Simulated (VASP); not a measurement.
# AlN (C2/m) in VASP: notebook

Runs on AlN. Level: LDA. Tasks: single point.

Everything below comes from runs of VASP 6.6.1. Logs are shortened: lines on timing, memory, paths and dates and some standing lists are left out, and cuts for length are marked.

## 1. The cell of the first run

It takes space group C2/m (No. 12, monoclinic). Conventional cell: a = 4.011 Å, b = 4.011 Å, c = 4.011 Å, α = 90.00°, β = 90.00°, γ = 90.00°. Within 2.6 Å of Al (site symmetry m) lie 6 N at 1.93 to 2.08 Å. N (site symmetry m) has 6 Al at 1.93 to 2.08 Å within 2.6 Å.

## 2. Single point, LDA (mode 10 frozen in at -0.018 Å and mode 12 at -0.074 Å (largest displacements))

INCAR reads:

```
PREC = Accurate
ENCUT = 520
EDIFF = 1E-6
ISMEAR = 0
SIGMA = 0.05
LREAL = False
LASPH = True
NELM = 100
ALGO = Normal
ISIF = 2
LWAVE = False
LCHARG = False
NBANDS = 16
```

KPOINTS reads:

```
regular mesh
0
Gamma
  8 8 6
```

POSCAR reads:

```
AlN
1.0
    0.0000000000     -2.0055201245     -2.0055201245
    0.0000000000      2.0055201245     -2.0055201245
    4.0110402489      0.0000000000      0.0000000000
Al N
2 2
Direct
    0.5009435316      0.4990564684      0.0002768981
   -0.0009435316      0.0009435316      0.4997231019
    0.5044377515      0.4955622485      0.4815509206
   -0.0044377515      1.0044377515      0.0184490794
```

Potentials or basis: VASP PAW LDA potentials, release 64 (Al, N).

Command:

```
cat potpaw_LDA.64/Al/POTCAR potpaw_LDA.64/N/POTCAR > POTCAR
mpirun -np 1 vasp_std > vasp.out
```

OUTCAR:

```text
PREC = Accurate
   ENCUT = 520
   EDIFF = 1E-6
   ISMEAR = 0
   LREAL = False
   LASPH = True
   NELM = 100
   ISIF = 2

 ion  position               nearest neighbor table
   1  0.501  0.499  0.000-   3 1.93   4 1.99   4 2.01   4 2.01   4 2.03   3 2.08   2 2.83   2 2.83
                             2 2.83   2 2.83   2 2.84   2 2.84   2 2.84   2 2.84
   2  0.999  0.001  0.500-   4 1.93   3 1.99   3 2.01   3 2.01   3 2.03   4 2.08   1 2.83   1 2.83
                             1 2.83   1 2.83   1 2.84   1 2.84   1 2.84   1 2.84
   3  0.504  0.496  0.482-   1 1.93   2 1.99   2 2.01   2 2.01   2 2.03   1 2.08
   4  0.996  0.004  0.018-   2 1.93   1 1.99   1 2.01   1 2.01   1 2.03   2 2.08

  LATTYP: Found a simple tetragonal cell.
 ALAT       =     2.8362337597
 C/A-ratio  =     1.4142135623

  Lattice vectors:

 A1 = (   0.0000000000,  -2.0055201245,  -2.0055201245)
 A2 = (   0.0000000000,   2.0055201245,  -2.0055201245)
 A3 = (   4.0110402489,   0.0000000000,   0.0000000000)

Analysis of symmetry for initial positions (statically):
=====================================================================
 Subroutine PRICEL returns:
 Original cell was already a primitive cell.

 Routine SETGRP: Setting up the symmetry group for a
 simple tetragonal supercell.

 Subroutine GETGRP returns: Found  4 space group operations
 (whereof  2 operations were pure point group operations)
 out of a pool of 16 trial point group operations.

The static configuration has the point symmetry C_1h.
 The point group associated with its full space group is C_2h.

Analysis of symmetry for dynamics (positions and initial velocities):
=====================================================================
 Subroutine PRICEL returns:
 Original cell was already a primitive cell.

 Routine SETGRP: Setting up the symmetry group for a
 simple tetragonal supercell.

 Subroutine GETGRP returns: Found  4 space group operations
 (whereof  2 operations were pure point group operations)
 out of a pool of 16 trial point group operations.

The dynamic configuration has the point symmetry C_1h.
 The point group associated with its full space group is C_2h.

 Subroutine INISYM returns: Found  4 space group operations
 (whereof  2 operations are pure point group operations),
 and found     1 'primitive' translations

----------------------------------------------------------------------------------------

                                     Primitive cell

  volume of cell :      32.2657

  direct lattice vectors                    reciprocal lattice vectors
     0.000000000 -2.005520124 -2.005520124     0.000000000 -0.249311884 -0.249311884
     0.000000000  2.005520124 -2.005520124     0.000000000  0.249311884 -0.249311884
     4.011040249  0.000000000  0.000000000     0.249311884  0.000000000  0.000000000

  length of vectors
     2.836233760  2.836233760  4.011040249     0.352580247  0.352580247  0.249311884

  position of ions in fractional coordinates (direct lattice)
     0.500943532  0.499056468  0.000276898
     0.999056468  0.000943532  0.499723102
     0.504437751  0.495562249  0.481550921
     0.995562249  0.004437751  0.018449079

  ion indices of the primitive-cell ions
   primitive index   ion index
                 1           1
                 2           2
                 3           3
                 4           4

----------------------------------------------------------------------------------------

 KPOINTS: regular mesh

Automatic generation of k-mesh.
 Grid dimensions read from file:
 generate k-points for:    8    8    6

 Generating k-lattice:

  Cartesian coordinates                     Fractional coordinates (reciprocal lattice)
     0.000000000 -0.031163985 -0.031163985     0.125000000  0.000000000  0.000000000
     0.000000000  0.031163985 -0.031163985     0.000000000  0.125000000  0.000000000
     0.041551981  0.000000000  0.000000000     0.000000000  0.000000000  0.166666667

  Length of vectors
     0.044072531  0.044072531  0.041551981

  Shift w.r.t. Gamma in fractional coordinates (k-lattice)
     0.000000000  0.000000000  0.000000000

 Subroutine IBZKPT returns following result:
 ===========================================

 Found    114 irreducible k-points:

 Following reciprocal coordinates:
            Coordinates               Weight
  0.000000  0.000000  0.000000      1.000000
  0.125000  0.000000  0.000000      4.000000
  0.250000  0.000000  0.000000      4.000000
  0.375000  0.000000  0.000000      4.000000
  0.500000  0.000000  0.000000      2.000000
  0.125000  0.125000  0.000000      2.000000
[... 16 lines left out ...]
  0.125000  0.000000  0.166667      4.000000
  0.000000  0.125000  0.166667      4.000000
 [... further k-points ...]
   k-points           NKPTS =    114   k-points in BZ     NKDIM =    114   number of bands    NBANDS=     16
   number of dos      NEDOS =    301   number of ions     NIONS =      4
   total plane-waves  NPLWV =  17280
   dimension x,y,z NGX =    24 NGY =   24 NGZ =   30
   dimension x,y,z NGXF=    48 NGYF=   48 NGZF=   60
   ions per type =               2   2
   NGX,Y,Z   is equivalent  to a cutoff of  14.07, 14.07, 12.43 a.u.
   NGXF,Y,Z  is equivalent  to a cutoff of  28.14, 28.14, 24.87 a.u.
 SYSTEM =  unknown system
   PREC   = accura    normal or accurate (medium, high low for compatibility)
   ISTART =      0    job   : 0-new  1-cont  2-samecut
   ICHARG =      2    charge: 1-file 2-atom 10-const
   ISPIN  =      1    spin polarized calculation?
   LNONCOLLINEAR =      F non collinear calculations
   LSORBIT =      F    spin-orbit coupling
   LASPH  =      T    aspherical Exc in radial PAW
   ENCUT  =  520.0 eV  38.22 Ry    6.18 a.u.   5.27  5.27  7.46*2*pi/ulx,y,z
   NELM   =    100;   NELMIN=  2; NELMDL= -5     # of ELM steps
   EDIFF  = 0.1E-05   stopping-criterion for ELM
   LREAL  =      F    real-space projection
   EDIFFG = 0.1E-04   stopping-criterion for IOM
   NSW    =      0    number of steps for IOM
   IBRION =     -1    ionic relax: 0-MD 1-quasi-New 2-CG
   NFREE  =      0    steps in history (QN), initial steepest desc. (CG)
   ISIF   =      2    stress and relaxation
   ISYM   =      2    0-nonsym 1-usesym 2-fastsym
   POTIM  = 0.5000    time-step for ionic-motion
   TEBEG  =    0.0;   TEEND  =   0.0 temperature during run
   PSTRESS=    0.0 pullay stress
   NELECT =      16.0000    total number of electrons
   NUPDOWN=      -1.0000    fix difference up-down
   EMIN   =  10.00;   EMAX   =-10.00  energy-range for DOS
   EFERMI =   0.00;   METHOD = LEGACY
   ISMEAR =     0;   SIGMA  =   0.05  broadening in eV -4-tet -1-fermi 0-gaus
   EFERMI_NEDOS =   21; number of points for ismear=-14 and -15
   IALGO  =     38    algorithm
   IMIX   =      4    mixing-type and parameters
     AMIX     =   0.40;   BMIX     =  1.00
     AMIX_MAG =   1.60;   BMIX_MAG =  1.00
  volume/ion in A,a.u.               =       8.07        54.43
  Fermi-wavevector in a.u.,A,eV,Ry     =   1.295790  2.448687 22.845142  1.679071
  Thomas-Fermi vector in A             =   2.427287
   LORBIT       =      0    0 simple, 1 ext, 2 COOP (PROOUT), +10 PAW based schemes
   GGA     = CA    functional components
   LHFCALC =     F    Hartree Fock is set to
   AEXX    =    0.0000 exact exchange contribution
   IVDW    =     0    specifies the selected vdW correction
   LEPSILON=     F    determine dielectric tensor
   LRPA    =     F    only Hartree local field effects (RPA)
 non-spin polarized calculation
 Gauss-broadening in eV      SIGMA  =   0.05
  energy-cutoff  :      520.00
  volume of cell :       32.27
 maximum number of plane-waves:       888
 NGX is ok and might be reduce to    24
   NGX = 11   NGY = 11   NGZ = 15

 number of electron      16.0000001 magnetization

 Free energy of the ion-electron system (eV)
  ---------------------------------------------------
  ext. energy  EPLUGINS =         0.00000000
  ---------------------------------------------------
  free energy    TOTEN  =       -32.30158862 eV

  energy without entropy =      -32.30158862  energy(sigma->0) =      -32.30158862

 E-fermi :  10.3187     XC(G=0): -12.6845

 val. band max:       10.0698377156   @ k =   0.0000   0.0000   0.0000
 cond. band min:      14.6985734253   @ k =   0.5000   0.5000   0.0000
 fundamental gap:      4.6287357097
 Fermi energy:        10.3187329625

 k-point     1 :       0.0000    0.0000    0.0000
  band No.  band energies     occupation
      1      -7.6193      2.00000
      2      -3.0857      2.00000
      3       2.4504      2.00000
      4       7.1308      2.00000
      5       7.1335      2.00000
      6       9.8991      2.00000
[... 8 lines left out ...]
     15      23.9788      0.00000
     16      27.4531      0.00000

 k-point     2 :       0.1250    0.0000    0.0000
  band No.  band energies     occupation
      1      -7.3984      2.00000
      2      -3.0472      2.00000
      3       2.6714      2.00000
      4       6.0763      2.00000
      5       7.2649      2.00000
      6       9.1195      2.00000
[... 8 lines left out ...]
     15      23.7557      0.00000
     16      25.6022      0.00000

 k-point     3 :       0.2500    0.0000    0.0000
  band No.  band energies     occupation
      1      -6.7540      2.00000
      2      -3.0722      2.00000
      3       3.3245      2.00000
      4       4.4064      2.00000
      5       7.2437      2.00000
      6       7.6453      2.00000
[... 8 lines left out ...]
     15      23.6958      0.00000
     16      23.7578      0.00000

 k-point     4 :       0.3750    0.0000    0.0000
  band No.  band energies     occupation
      1      -5.7538      2.00000
      2      -3.5355      2.00000
      3       3.5861      2.00000
      4       4.3701      2.00000
      5       5.4058      2.00000
      6       7.3073      2.00000
[... 8 lines left out ...]
     15      22.8299      0.00000
     16      23.3736      0.00000
[... 324 lines left out ...]
 k-point    22 :       0.0000    0.0000    0.1667
  band No.  band energies     occupation
      1      -7.4264      2.00000
      2      -3.6256      2.00000
      3       3.0893      2.00000
      4       7.2695      2.00000
      5       7.2721      2.00000
      6       9.2809      2.00000
[... 8 lines left out ...]
     15      23.2749      0.00000
     16      25.8062      0.00000

 k-point    23 :       0.1250    0.0000    0.1667
  band No.  band energies     occupation
      1      -7.2082      2.00000
      2      -3.5381      2.00000
      3       3.1609      2.00000
      4       6.3436      2.00000
      5       7.3976      2.00000
      6       8.2650      2.00000
[... 8 lines left out ...]
     15      23.1152      0.00000
     16      25.8420      0.00000

 k-point    24 :       0.0000    0.1250    0.1667
  band No.  band energies     occupation
      1      -7.2080      2.00000
      2      -3.5392      2.00000
      3       3.1661      2.00000
      4       6.3437      2.00000
      5       7.3981      2.00000
      6       8.2694      2.00000
[... 8 lines left out ...]
     15      23.1094      0.00000
     16      25.8062      0.00000

 [... further k-points ...]
[... 5 lines left out ...]
  --------------------------------------------------------------------------------------
  -------------------------------------------------------------------------------------
  Total        0.7575085      0.3349991      0.2707339      0.0453965      0.0000000      0.0000000
  in kB       37.6146487     16.6346298     13.4434943      2.2541951      0.0000000      0.0000000
  external PRESSURE =      22.5642576 kB  Pullay stress =       0.0000000 kB

 VOLUME and BASIS-vectors are now :
 -----------------------------------------------------------------------------
  energy-cutoff  :      520.00
  volume of cell :       32.27
      direct lattice vectors                 reciprocal lattice vectors
     0.000000000 -2.005520124 -2.005520124     0.000000000 -0.249311884 -0.249311884
     0.000000000  2.005520124 -2.005520124     0.000000000  0.249311884 -0.249311884
     4.011040249  0.000000000  0.000000000     0.249311884  0.000000000  0.000000000

 POSITION                                       TOTAL-FORCE (eV/Angst)
 -----------------------------------------------------------------------------------
      0.00111     -0.00378     -2.00552        -0.108930      0.133170      0.000000
      2.00441     -2.00174     -2.00552         0.108930     -0.133170      0.000000
      1.93152     -0.01780     -2.00552         2.084483      0.315133      0.000000
      0.07400     -1.98772     -2.00552        -2.084483     -0.315133      0.000000
 -----------------------------------------------------------------------------------
    total drift:                               -0.000000     -0.000000      0.000000

  FREE ENERGIE OF THE ION-ELECTRON SYSTEM (eV)
  ---------------------------------------------------
  free  energy   TOTEN  =       -32.3015886168 eV

  energy  without entropy=      -32.3015886168  energy(sigma->0) =      -32.30158862
```

It took 28 s on 1 thread of Intel Xeon 6975P-C, shared host; peak memory 0.16 GiB.

What came out:

```yaml
Free_energy: -32.3016 eV
Pressure: 2.3 GPa
Largest_force: 2.108 eV/Å
Band_gap_on_the_k_mesh: 4.63 eV
```

Forces in eV/Å, atoms in the order of the input:
```
Al  -0.109  0.133  0.000
Al   0.109 -0.133  0.000
N    2.084  0.315  0.000
N   -2.084 -0.315  0.000
```

Levels at points of the mesh, in eV from the valence-band top:
```tsv
k point	band 6	band 7	band 8	band 9	band 10	band 11
(0.00, 0.00, 0.00)	-0.17	-0.01	0.00	4.79	5.12	5.94
(0.50, 0.00, 0.00)	-4.23	-1.26	-1.17	8.40	8.41	9.26
(0.50, 0.50, 0.00)	-2.93	-2.87	-2.86	4.63	4.64	5.02
(0.00, 0.00, 0.50)	-2.00	-1.43	-1.43	7.25	7.39	7.68
(0.50, 0.00, 0.50)	-1.16	-1.16	-1.15	6.09	6.15	10.71
(0.50, 0.50, 0.50)	-5.59	-4.06	-4.05	8.04	8.05	9.78
```

Caveat: the cell differs from its parent crystal (mode 10 frozen in at -0.018 Å and mode 12 at -0.074 Å (largest displacements)); forces of over 1 eV/Å act on the atoms, so gaps and moduli don't describe the material at rest. A k mesh can miss the band edges.

## 3. Single point, LDA (mode 10 frozen in at -0.053 Å and mode 12 at -0.059 Å (largest displacements))

INCAR reads:

```
SYSTEM = AlN
PREC = Accurate
ENCUT = 520
EDIFF = 1E-6
ISMEAR = 0
SIGMA = 0.05
LREAL = .False.
LASPH = .True.
NELM = 100
ALGO = Normal
ISIF = 2
LWAVE = .False.
LCHARG = .False.
GGA = CA
NBANDS = 16
```

KPOINTS reads:

```
Automatic mesh
0
Gamma
  8 8 6
  0 0 0
```

POSCAR reads:

```
AlN
1.0
    0.0000000000     -2.0055201245     -2.0055201245
    0.0000000000      2.0055201245     -2.0055201245
    4.0110402489      0.0000000000      0.0000000000
Al N
2 2
Direct
    0.5028305949      0.4971694051      0.0002215185
   -0.0028305949      0.0028305949      0.4997784815
    0.5133132546      0.4866867454      0.4852407365
   -0.0133132546      1.0133132546      0.0147592635
```

Potentials or basis: VASP PAW LDA potentials, release 64 (Al, N).

Command:

```
cat potpaw_LDA.64/Al/POTCAR potpaw_LDA.64/N/POTCAR > POTCAR
mpirun -np 1 vasp_std > vasp.out
```

Run time: 29 s. Hardware: 1 thread of Intel Xeon 6975P-C, shared host; peak memory 0.16 GiB.

Results (log left out):

- Free energy: -32.3077 eV
- Pressure: 2.5 GPa
- Largest force: 1.919 eV/Å
- Band gap on the k mesh: 4.59 eV

Forces on the atoms (eV/Å):
```
Al  -0.082  0.414  0.000
Al   0.082 -0.414  0.000
N    1.660  0.962  0.000
N   -1.660 -0.962  0.000
```

Stress tensor (GPa, compression positive):
```
2.93 0.54 0.00
0.54 3.70 0.00
0.00 0.00 0.81
```

Levels at points of the mesh, in eV from the valence-band top:
```tsv
k point	band 6	band 7	band 8	band 9	band 10	band 11
(0.00, 0.00, 0.00)	-0.15	-0.07	0.00	4.76	5.18	5.95
(0.50, 0.00, 0.00)	-4.07	-1.36	-1.09	8.36	8.41	9.27
(0.50, 0.50, 0.00)	-2.96	-2.89	-2.86	4.59	4.67	5.05
(0.00, 0.00, 0.50)	-1.94	-1.50	-1.50	7.26	7.37	7.64
(0.50, 0.00, 0.50)	-1.18	-1.18	-1.13	6.09	6.23	10.69
(0.50, 0.50, 0.50)	-5.66	-4.02	-4.00	7.84	7.91	9.96
```

Caveat: the cell differs from its parent crystal (mode 10 frozen in at -0.053 Å and mode 12 at -0.059 Å (largest displacements)); forces of over 1 eV/Å act on the atoms, so gaps and moduli don't describe the material at rest.
